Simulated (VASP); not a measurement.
# AlN (Cm) in VASP: single point with r2SCAN

Aim: the single point of AlN with r2SCAN.

Program: VASP 6.6.1. These are calculated values, not measurements. Logs are shortened: lines on timing, memory, paths and dates and some standing lists are left out, and cuts for length are marked.

**1. The cell of the first run**

The structure is monoclinic, space group Cm (No. 8). Conventional cell: a = 6.180 Å, b = 6.180 Å, c = 4.370 Å, α = 90.00°, β = 90.00°, γ = 90.00°. Within 2.5 Å of Al (site symmetry m) lie 4 N at 1.89 to 1.97 Å. Al (site symmetry m) has 4 N at 1.81 to 1.89 Å within 2.4 Å. Within 2.5 Å of Al (site symmetry 1) lie 4 N at 1.89 Å. Within 2.4 Å of N (site symmetry m) lie 4 Al at 1.81 to 1.97 Å. Within 2.5 Å of N (site symmetry m) lie 4 Al at 1.89 Å. Within 2.5 Å of N (site symmetry 1) lie 4 Al at 1.89 Å.

**2. Single point, r2SCAN (atom 5 (N) moved +0.100 Å towards its neighbour atom 6 (N) at 3.090 Å)**

Input file POSCAR:

```
AlN
1.0
    4.3698012565      0.0000000000      0.0000000000
    0.0000000000     -4.3698012565      0.0000000000
    0.0000000000      0.0000000000     -4.3698012565
Al N
4 4
Direct
    0.0000000000      0.0000000000      0.0000000000
    0.5000000000      0.5000000000      0.0000000000
    0.5000000000      0.0000000000      0.5000000000
    0.0000000000      0.5000000000      0.5000000000
    0.7338183309      0.7338183309      0.7500000000
    0.2500000000      0.2500000000      0.7500000000
    0.2500000000      0.7500000000      0.2500000000
    0.7500000000      0.2500000000      0.2500000000
```

Input file INCAR.step1:

```
SYSTEM = AlN
PREC     = Accurate       ! precision mode
ENCUT    = 520            ! plane-wave cutoff, eV
ISMEAR   = 0              ! smearing method
SIGMA    = 0.05           ! smearing width, eV
LREAL    = .False.        ! projectors in reciprocal space
LASPH    = .True.         ! aspherical terms in the spheres
NELM     = 80             ! most SCF steps
NBANDS   = 26             ! bands
GGA      = PE             ! functional
ALGO     = Normal         ! electronic algorithm
EDIFF    = 1E-4           ! SCF threshold, eV
LWAVE    = .True.         ! write WAVECAR
LCHARG   = .False.        ! write CHGCAR
```

Input file INCAR.step2:

```
SYSTEM = AlN
PREC     = Accurate       ! precision mode
ENCUT    = 520            ! plane-wave cutoff, eV
EDIFF    = 1E-7           ! SCF threshold, eV
ISMEAR   = 0              ! smearing method
SIGMA    = 0.05           ! smearing width, eV
LREAL    = .False.        ! projectors in reciprocal space
LASPH    = .True.         ! aspherical terms in the spheres
NELM     = 80             ! most SCF steps
ALGO     = Normal         ! electronic algorithm
ISIF     = 2              ! what is computed and relaxed
LWAVE    = .False.        ! write WAVECAR
LCHARG   = .False.        ! write CHGCAR
METAGGA  = R2SCAN         ! meta-GGA
LMIXTAU  = .True.       
NBANDS   = 26             ! bands
ISTART   = 1
```

Input file KPOINTS:

```
Automatic mesh
0
Gamma
  6 6 6
  0 0 0
```

Potentials or basis: VASP PAW PBE potentials, release 64 (Al, N).

On the command line:

```sh
$ cat potpaw_PBE.64/Al/POTCAR potpaw_PBE.64/N/POTCAR > POTCAR
$ cp INCAR.step1 INCAR
$ mpirun -np 1 vasp_std > vasp.out
$ cp INCAR.step2 INCAR
$ mpirun -np 1 vasp_std > vasp.out
```

OUTCAR:

```text
SYSTEM = AlN
   PREC = Accurate
   ENCUT = 520
   EDIFF = 1E-7
   ISMEAR = 0
   LREAL = .False.
   LASPH = .True.
   NELM = 80
   ISIF = 2
   METAGGA = R2SCAN
   ISTART = 1

 ion  position               nearest neighbor table
   1  0.000  0.000  0.000-   6 1.89   7 1.89   8 1.89   5 1.97   3 3.09   4 3.09   2 3.09   3 3.09
                             4 3.09   2 3.09   4 3.09   4 3.09   2 3.09   3 3.09   3 3.09   2 3.09
   2  0.500  0.500  0.000-   5 1.81   6 1.89   7 1.89   8 1.89   3 3.09   4 3.09   1 3.09   3 3.09
                             4 3.09   1 3.09   3 3.09   3 3.09   1 3.09   4 3.09   4 3.09   1 3.09
   3  0.500  0.000  0.500-   6 1.89   7 1.89   8 1.89   5 1.89   2 3.09   4 3.09   1 3.09   1 3.09
                             2 3.09   2 3.09   4 3.09   2 3.09   1 3.09   4 3.09   1 3.09   4 3.09
   4  0.000  0.500  0.500-   6 1.89   7 1.89   8 1.89   5 1.89   2 3.09   3 3.09   1 3.09   1 3.09
                             2 3.09   1 3.09   3 3.09   1 3.09   2 3.09   3 3.09   2 3.09   3 3.09
   5  0.734  0.734  0.750-   2 1.81   3 1.89   4 1.89   1 1.97
   6  0.250  0.250  0.750-   1 1.89   2 1.89   3 1.89   4 1.89
   7  0.250  0.750  0.250-   1 1.89   2 1.89   3 1.89   4 1.89
   8  0.750  0.250  0.250-   1 1.89   2 1.89   3 1.89   4 1.89

  LATTYP: Found a simple cubic cell.
 ALAT       =     4.3698012565

  Lattice vectors:

 A1 = (   4.3698012565,   0.0000000000,   0.0000000000)
 A2 = (   0.0000000000,  -4.3698012565,   0.0000000000)
 A3 = (   0.0000000000,   0.0000000000,  -4.3698012565)

Analysis of symmetry for initial positions (statically):
=====================================================================
 Subroutine PRICEL returns:
 Original cell was already a primitive cell.

 Routine SETGRP: Setting up the symmetry group for a
 simple cubic supercell.

 Subroutine GETGRP returns: Found  2 space group operations
 (whereof  2 operations were pure point group operations)
 out of a pool of 48 trial point group operations.

The static configuration has the point symmetry C_1h.

Analysis of symmetry for dynamics (positions and initial velocities):
=====================================================================
 Subroutine PRICEL returns:
 Original cell was already a primitive cell.

 Routine SETGRP: Setting up the symmetry group for a
 simple cubic supercell.

 Subroutine GETGRP returns: Found  2 space group operations
 (whereof  2 operations were pure point group operations)
 out of a pool of 48 trial point group operations.

The dynamic configuration has the point symmetry C_1h.

 Subroutine INISYM returns: Found  2 space group operations
 (whereof  2 operations are pure point group operations),
[... 117 lines left out ...]
   TEBEG  =    0.0;   TEEND  =   0.0 temperature during run
   PSTRESS=    0.0 pullay stress
   NELECT =      32.0000    total number of electrons
   NUPDOWN=      -1.0000    fix difference up-down
   EMIN   =  10.00;   EMAX   =-10.00  energy-range for DOS
   EFERMI =   0.00;   METHOD = LEGACY
   ISMEAR =     0;   SIGMA  =   0.05  broadening in eV -4-tet -1-fermi 0-gaus
   EFERMI_NEDOS =   21; number of points for ismear=-14 and -15
   IALGO  =     38    algorithm
   IMIX   =      4    mixing-type and parameters
     AMIX     =   0.40;   BMIX     =  1.00
     AMIX_MAG =   1.60;   BMIX_MAG =  1.00
  volume/ion in A,a.u.               =      10.43        70.39
  Fermi-wavevector in a.u.,A,eV,Ry     =   1.189405  2.247650 19.247952  1.414685
  Thomas-Fermi vector in A             =   2.325513
   LORBIT       =      0    0 simple, 1 ext, 2 COOP (PROOUT), +10 PAW based schemes
   METAGGA = R2SCAN    functional components
   LHFCALC =     F    Hartree Fock is set to
   AEXX    =    0.0000 exact exchange contribution
   IVDW    =     0    specifies the selected vdW correction
   LEPSILON=     F    determine dielectric tensor
   LRPA    =     F    only Hartree local field effects (RPA)
 non-spin polarized calculation
 Gauss-broadening in eV      SIGMA  =   0.05
  energy-cutoff  :      520.00
  volume of cell :       83.44
 maximum number of plane-waves:      2301
   NGX = 17   NGY = 17   NGZ = 17

 number of electron      32.0000007 magnetization

 Free energy of the ion-electron system (eV)
  ---------------------------------------------------
  ext. energy  EPLUGINS =         0.00000000
  ---------------------------------------------------
  free energy    TOTEN  =       -76.61583462 eV

  energy without entropy =      -76.61583462  energy(sigma->0) =      -76.61583462

 E-fermi :   5.9918     XC(G=0): -11.4128

 val. band max:        5.7529050238   @ k =   0.0000   0.0000   0.0000
 cond. band min:       9.6093556454   @ k =   0.0000   0.0000   0.0000
 fundamental gap:      3.8564506216
 Fermi energy:         5.9917546181

 k-point     1 :       0.0000    0.0000    0.0000
  band No.  band energies     occupation
      1     -10.0547      2.00000
      2      -7.4176      2.00000
      3      -7.4168      2.00000
      4      -7.4111      2.00000
      5       0.7088      2.00000
      6       0.7396      2.00000
[... 685 lines left out ...]
     25      17.4637      0.00000
     26      17.6797      0.00000

 [... further k-points ...]

------------------------ aborting loop because EDIFF is reached ----------------------------------------

  FORCE on cell =-STRESS in cart. coord.  units (eV):
  Direction    XX          YY          ZZ          XY          YZ          ZX
  --------------------------------------------------------------------------------------
  -------------------------------------------------------------------------------------
  Total       -0.0682561     -0.0682561      0.0995787     -0.2055805     -0.6409523      0.6409523
  in kB       -1.3105897     -1.3105897      1.9120175     -3.9473664    -12.3069723     12.3069730
  external PRESSURE =      -0.2363873 kB  Pullay stress =       0.0000000 kB

 VOLUME and BASIS-vectors are now :
 -----------------------------------------------------------------------------
  energy-cutoff  :      520.00
  volume of cell :       83.44
      direct lattice vectors                 reciprocal lattice vectors
     4.369801256  0.000000000  0.000000000     0.228843360  0.000000000  0.000000000
     0.000000000 -4.369801256  0.000000000     0.000000000 -0.228843360  0.000000000
     0.000000000  0.000000000 -4.369801256     0.000000000  0.000000000 -0.228843360

 POSITION                                       TOTAL-FORCE (eV/Angst)
 -----------------------------------------------------------------------------------
      0.00000      0.00000      0.00000        -0.325277      0.325277      0.201831
      2.18490     -2.18490      0.00000        -0.545457      0.545457     -0.472560
      2.18490      0.00000     -2.18490        -0.099380      0.116961     -0.017776
      0.00000     -2.18490     -2.18490        -0.116961      0.099380     -0.017776
      3.20664     -3.20664     -3.27735         1.482636     -1.482636      0.305602
      1.09245     -1.09245     -3.27735        -0.218358      0.218358     -0.000487
      1.09245     -3.27735     -1.09245        -0.216685     -0.039482      0.000583
      3.27735     -1.09245     -1.09245         0.039482      0.216685      0.000583
 -----------------------------------------------------------------------------------
    total drift:                               -0.000484      0.000484      0.002035

  FREE ENERGIE OF THE ION-ELECTRON SYSTEM (eV)
  ---------------------------------------------------
  free  energy   TOTEN  =       -76.6158346233 eV

  energy  without entropy=      -76.6158346233  energy(sigma->0) =      -76.61583462
```

OUTCAR.step1:

```text
SYSTEM = AlN
   PREC = Accurate
   ENCUT = 520
   ISMEAR = 0
   LREAL = .False.
   LASPH = .True.
   NELM = 80
[... 943 lines left out ...]
      1.09245     -1.09245     -3.27735        -0.205544      0.205544      0.000036
      1.09245     -3.27735     -1.09245        -0.204141     -0.037789      0.000693
      3.27735     -1.09245     -1.09245         0.037789      0.204141      0.000693
 -----------------------------------------------------------------------------------
    total drift:                               -0.000244      0.000244     -0.000113

  FREE ENERGIE OF THE ION-ELECTRON SYSTEM (eV)
  ---------------------------------------------------
  free  energy   TOTEN  =       -59.2646241778 eV

  energy  without entropy=      -59.2646241778  energy(sigma->0) =      -59.26462418
```

OSZICAR.step1:

```text
N       E                     dE             d eps       ncg     rms          rms(c)
DAV:   1     0.109349588423E+03    0.10935E+03   -0.14491E+04  3544   0.109E+03
DAV:   2    -0.593530491346E+02   -0.16870E+03   -0.15802E+03  4768   0.230E+02
DAV:   3    -0.687391131308E+02   -0.93861E+01   -0.93367E+01  4624   0.551E+01
DAV:   4    -0.688238362216E+02   -0.84723E-01   -0.84671E-01  4276   0.598E+00
DAV:   5    -0.688250966715E+02   -0.12604E-02   -0.12602E-02  4720   0.729E-01    0.173E+01
DAV:   6    -0.592148343050E+02    0.96103E+01   -0.29954E+01  4468   0.292E+01    0.602E+00
DAV:   7    -0.592950239528E+02   -0.80190E-01   -0.18190E+00  4374   0.671E+00    0.415E+00
DAV:   8    -0.592783826661E+02    0.16641E-01   -0.20831E-01  4326   0.300E+00    0.780E-01
DAV:   9    -0.592637923112E+02    0.14590E-01   -0.53900E-02  4700   0.122E+00    0.373E-01
DAV:  10    -0.592648326264E+02   -0.10403E-02   -0.64926E-03  4330   0.416E-01    0.206E-01
DAV:  11    -0.592646192579E+02    0.21337E-03   -0.78282E-04  4370   0.161E-01    0.404E-02
DAV:  12    -0.592646241778E+02   -0.49199E-05   -0.19606E-05  2282   0.300E-02
   1 F= -.59264624E+02 E0= -.59264624E+02  d E =-.109822E-16
```

It took 4 min on 1 thread of Intel Xeon Platinum 8488C (Sapphire Rapids), shared host; peak memory 0.25 GiB.

What came out:

```
Free energy            : -76.6158 eV
Pressure               : 0.0 GPa
Largest force          : 2.119 eV/Å
Band gap on the k mesh : 3.86 eV
```

Forces on the atoms (eV/Å):
```
Al  -0.325  0.325  0.202
Al  -0.545  0.545 -0.473
Al  -0.099  0.117 -0.018
Al  -0.117  0.099 -0.018
N    1.483 -1.483  0.306
N   -0.218  0.218  0.000
N   -0.217 -0.039  0.001
N    0.039  0.217  0.001
```

Levels at points of the mesh, in eV from the valence-band top:
```tsv
k point	band 12	band 13	band 14	band 15	band 16	band 17	band 18	band 19	band 20	band 21
(0.00, 0.00, 0.00)	-1.87	-1.79	-0.14	-0.08	0.00	3.86	3.87	3.88	4.79	9.38
(0.50, 0.00, 0.00)	-2.73	-1.15	-1.08	-1.05	-0.96	6.50	6.61	6.63	6.69	11.01
(0.00, 0.00, 0.50)	-2.74	-1.06	-1.06	-1.06	-1.04	6.56	6.57	6.62	6.63	10.95
(0.50, 0.50, 0.00)	-2.44	-0.67	-0.60	-0.57	-0.53	8.31	8.53	8.53	8.60	9.79
(0.00, 0.50, 0.50)	-2.47	-0.69	-0.60	-0.59	-0.50	8.37	8.47	8.51	8.61	9.87
(0.50, 0.50, 0.50)	-0.56	-0.56	-0.55	-0.55	-0.40	8.01	8.10	8.13	8.17	10.63
```

Caveat: the cell differs from its parent crystal (atom 5 (N) moved +0.100 Å towards its neighbour atom 6 (N) at 3.090 Å); the PAW data sets were made with another functional, which shifts forces and pressure a little. A k mesh can miss the band edges.
